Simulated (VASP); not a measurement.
# Mg in VASP: single point with PBE

Aim: the single point of Mg with PBE.

All numbers are computed with VASP 6.6.1; they aren't measurements. Logs are shortened: lines on timing, memory, paths and dates and some standing lists are left out, and cuts for length are marked.

## Step 1: The cell of the first run

The cell holds a slab with vacuum, 10 atoms: a = 3.209 Å, b = 6.119 Å, c = 28.218 Å, α = 90.00°, β = 90.00°, γ = 105.20°.

## Step 2: Single point, PBE

File INCAR:

```
SYSTEM = Mg
PREC     = Accurate       ! precision mode
ENCUT    = 520            ! plane-wave cutoff, eV
EDIFF    = 1E-7           ! SCF threshold, eV
ISMEAR   = 0              ! smearing method
SIGMA    = 0.1            ! smearing width, eV
LREAL    = .FALSE.        ! projectors in reciprocal space
LASPH    = .TRUE.         ! aspherical terms in the spheres
NELM     = 60             ! most SCF steps
ALGO     = Normal         ! electronic algorithm
ISIF     = 2              ! what is computed and relaxed
LWAVE    = .FALSE.        ! write WAVECAR
LCHARG   = .FALSE.        ! write CHGCAR
LDIPOL   = .TRUE.       
IDIPOL   = 3            
DIPOL    = 0.5 0.5 0.499
GGA      = PE             ! functional
NBANDS   = 21             ! bands
ISYM     = 0
```

File KPOINTS:

```
regular mesh
0
G
  8 5 1
  0 0 0
```

File POSCAR:

```
Mg
1.0
    3.2092715300      0.0000000014      0.0000000000
   -1.6046357675      5.9052609193      0.0000000000
    0.0000000000      0.0000000000     28.2176729489
Mg
10
Direct
    0.7819038800      0.5638077600      0.3189490507
    0.0503631600      0.1007263200      0.3334331306
    0.3926595650      0.7853191300      0.4058535104
    0.6611188450      0.3222376900      0.4203375803
   -0.0000615211      0.0020837107      0.4908026130
    0.2713883554      0.5415255623      0.5073848387
    0.6087761883      0.2186457057      0.5768750064
    0.8786264681      0.7577950777      0.5937277510
    0.2185565515      0.4380037354      0.6637972066
    0.4907623458      0.9830987744      0.6775975157
```

Potentials or basis: VASP PAW PBE potentials, release 64 (Mg).

Started as:

```
> cat potpaw_PBE.64/Mg/POTCAR > POTCAR
> mpirun -np 1 vasp_std > vasp.out
```

OUTCAR:

```text
SYSTEM = Mg
   PREC = Accurate
   ENCUT = 520
   EDIFF = 1E-7
   ISMEAR = 0
   LREAL = .FALSE.
   LASPH = .TRUE.
   NELM = 60
   ISIF = 2
   GGA = PE
   ISYM = 0

 ion  position               nearest neighbor table
   1  0.782  0.564  0.319-   4 3.20   2 3.20   2 3.20   2 3.20   3 3.21   3 3.21
   2  0.050  0.101  0.333-   3 3.20   3 3.20   1 3.20   1 3.20   1 3.20   4 3.21   4 3.21
   3  0.393  0.785  0.406-   5 3.15   5 3.16   4 3.20   4 3.20   4 3.20   2 3.20   2 3.20   6 3.21
                             1 3.21   1 3.21
   4  0.661  0.322  0.420-   5 3.18   5 3.18   1 3.20   3 3.20   3 3.20   3 3.20   6 3.21   6 3.21
                             2 3.21   2 3.21
   5  1.000  0.002  0.491-   3 3.15   3 3.16   4 3.18   7 3.18   4 3.18   7 3.18   6 3.19   6 3.20
                             6 3.22   8 3.24
   6  0.271  0.542  0.507-   7 3.17   7 3.17   8 3.18   8 3.19   5 3.19   5 3.20   4 3.21   3 3.21
                             4 3.21   5 3.22
   7  0.609  0.219  0.577-  10 3.16   6 3.17   6 3.17   5 3.18   5 3.18   8 3.19   8 3.20   9 3.20
                             9 3.20   8 3.22
   8  0.879  0.758  0.594-  10 3.15  10 3.15   9 3.17   9 3.17   6 3.18   6 3.19   7 3.19   7 3.20
                             7 3.22   5 3.24
   9  0.219  0.438  0.664-  10 3.15  10 3.15   8 3.17   8 3.17   7 3.20   7 3.20  10 3.24
  10  0.491  0.983  0.678-   9 3.15   8 3.15   9 3.15   8 3.15   7 3.16   9 3.24

IMPORTANT INFORMATION: All symmetrisations will be switched off!
NOSYMM: (Re-)initialisation of all symmetry stuff for point group C_1.

----------------------------------------------------------------------------------------

                                     Primitive cell

  volume of cell :     534.7696

  direct lattice vectors                    reciprocal lattice vectors
     3.209271530  0.000000001  0.000000000     0.311597193  0.084670264  0.000000000
    -1.604635768  5.905260919  0.000000000    -0.000000000  0.169340528  0.000000000
     0.000000000  0.000000000 28.217672949     0.000000000  0.000000000  0.035438783

  length of vectors
     3.209271530  6.119392329 28.217672949     0.322896058  0.169340528  0.035438783

  position of ions in fractional coordinates (direct lattice)
     0.781903880  0.563807760  0.318949051
     0.050363160  0.100726320  0.333433131
     0.392659565  0.785319130  0.405853510
     0.661118845  0.322237690  0.420337580
     0.999938479  0.002083711  0.490802613
     0.271388355  0.541525562  0.507384839
     0.608776188  0.218645706  0.576875006
     0.878626468  0.757795078  0.593727751
     0.218556552  0.438003735  0.663797207
     0.490762346  0.983098774  0.677597516

  ion indices of the primitive-cell ions
[... 118 lines left out ...]
   IALGO  =     38    algorithm
   IMIX   =      4    mixing-type and parameters
     AMIX     =   0.40;   BMIX     =  1.00
     AMIX_MAG =   1.60;   BMIX_MAG =  1.00
  volume/ion in A,a.u.               =      53.48       360.88
  Fermi-wavevector in a.u.,A,eV,Ry     =   0.547473  1.034574  4.078027  0.299727
  Thomas-Fermi vector in A             =   1.577739
   LORBIT       =      0    0 simple, 1 ext, 2 COOP (PROOUT), +10 PAW based schemes
   GGA     = PE    functional components
   LHFCALC =     F    Hartree Fock is set to
   AEXX    =    0.0000 exact exchange contribution
   IVDW    =     0    specifies the selected vdW correction
   LEPSILON=     F    determine dielectric tensor
   LRPA    =     F    only Hartree local field effects (RPA)
 non-spin polarized calculation
 Gauss-broadening in eV      SIGMA  =   0.10
  energy-cutoff  :      520.00
  volume of cell :      534.77
 maximum number of plane-waves:     14470
   NGX = 11   NGY = 23   NGZ =105

 dipolmoment           0.000000      0.000000      0.000175 electrons x Angstroem

 number of electron      20.0000000 magnetization

 dipolmoment           0.000000      0.000000     -0.000906 electrons x Angstroem

 Free energy of the ion-electron system (eV)
  ---------------------------------------------------
  ext. energy  EPLUGINS =         0.00000000
  ---------------------------------------------------
  free energy    TOTEN  =       -13.54562771 eV

  energy without entropy =      -13.52220564  energy(sigma->0) =      -13.53391668

 E-fermi :  -0.9399     XC(G=0):  -4.3006

 val. band max:       -0.9524426431   @ k =   0.2500   0.4000   0.0000
 cond. band min:      -0.9289676487   @ k =   0.5000   0.4000   0.0000
 fundamental gap:      0.0234749943
 Fermi energy:        -0.9398892751

 k-point     1 :       0.0000    0.0000    0.0000
  band No.  band energies     occupation
      1      -7.5875      2.00000
      2      -6.9703      2.00000
      3      -5.9803      2.00000
      4      -4.6338      2.00000
      5      -3.3678      2.00000
      6      -3.3614      2.00000
[... 493 lines left out ...]
     20       3.1528      0.00000
     21       3.2801      0.00000

------------------------ aborting loop because EDIFF is reached ----------------------------------------

 vacuum level on the upper side and lower side of the slab       (xc-potential included)        -0.066        -0.059

  FORCE on cell =-STRESS in cart. coord.  units (eV):
  Direction    XX          YY          ZZ          XY          YZ          ZX
  --------------------------------------------------------------------------------------
  -------------------------------------------------------------------------------------
  Total       -1.9259572     -2.2842027     -0.3230349     -0.1555801      0.0051622     -0.0047730
  in kB       -5.7701946     -6.8435032     -0.9678172     -0.4661202      0.0154659     -0.0142998
  external PRESSURE =      -4.5271716 kB  Pullay stress =       0.0000000 kB

 VOLUME and BASIS-vectors are now :
 -----------------------------------------------------------------------------
  energy-cutoff  :      520.00
  volume of cell :      534.77
      direct lattice vectors                 reciprocal lattice vectors
     3.209271530  0.000000001  0.000000000     0.311597193  0.084670264  0.000000000
    -1.604635768  5.905260919  0.000000000    -0.000000000  0.169340528  0.000000000
     0.000000000  0.000000000 28.217672949     0.000000000  0.000000000  0.035438783

 POSITION                                       TOTAL-FORCE (eV/Angst)
 -----------------------------------------------------------------------------------
      1.60464      3.32943      9.00000         0.001230     -0.048615      0.079209
     -0.00000      0.59482      9.40871        -0.000218      0.050767      0.025881
     -0.00000      4.63751     11.45224        -0.000781     -0.029822     -0.108346
      1.60464      1.90290     11.86095         0.000185      0.030425      0.011420
      3.20573      0.01230     13.84931         0.000303      0.002401      0.000779
      0.00201      3.19785     14.31722        -0.000491     -0.002497      0.007857
      1.60288      1.29116     16.27807         0.000211      0.004870     -0.004714
      1.60377      4.47498     16.75362        -0.000287     -0.005308     -0.007177
     -0.00143      2.58653     18.73081        -0.000144     -0.001394     -0.005559
     -0.00253      5.80545     19.12023        -0.000007     -0.000828      0.000651
 -----------------------------------------------------------------------------------
    total drift:                                0.000001      0.000003     -0.000037

  FREE ENERGIE OF THE ION-ELECTRON SYSTEM (eV)
  ---------------------------------------------------
  free  energy   TOTEN  =       -13.5456277128 eV

  energy  without entropy=      -13.5222056432  energy(sigma->0) =      -13.53391668

 vacuum level on the upper side and lower side of the slab         2.708         2.716
```

Run time: 11 min. Hardware: 1 thread of Intel Xeon 8259CL, shared host; peak memory 0.59 GiB.

Results:

| Property | Result |
| --- | --- |
| Free energy | -13.5456 eV |
| Largest force | 0.112 eV/Å |
| Band gap on the k mesh | zero (bands 10 and 11 overlap by 1.24 eV) |

Forces on the atoms (eV/Å):
```
Mg   0.001 -0.049  0.079
Mg   0.000  0.051  0.026
Mg  -0.001 -0.030 -0.108
Mg   0.000  0.030  0.011
Mg   0.000  0.002  0.001
Mg   0.000 -0.002  0.008
Mg   0.000  0.005 -0.005
Mg   0.000 -0.005 -0.007
Mg   0.000 -0.001 -0.006
Mg   0.000 -0.001  0.001
```

Levels at points of the mesh, in eV from the Fermi level:
| k point | band 6 | band 7 | band 8 | band 9 | band 10 | band 11 | band 12 | band 13 | band 14 | band 15 |
| --- | --- | --- | --- | --- | --- | --- | --- | --- | --- | --- |
| (0.00, 0.00, 0.00) | -2.42 | -2.08 | -1.85 | -1.78 | -1.05 | -0.76 | -0.50 | 0.48 | 0.53 | 1.42 |
| (0.50, 0.00, 0.00) | -1.15 | -0.96 | -0.69 | -0.22 | -0.11 | 0.02 | 0.27 | 0.87 | 0.88 | 1.71 |
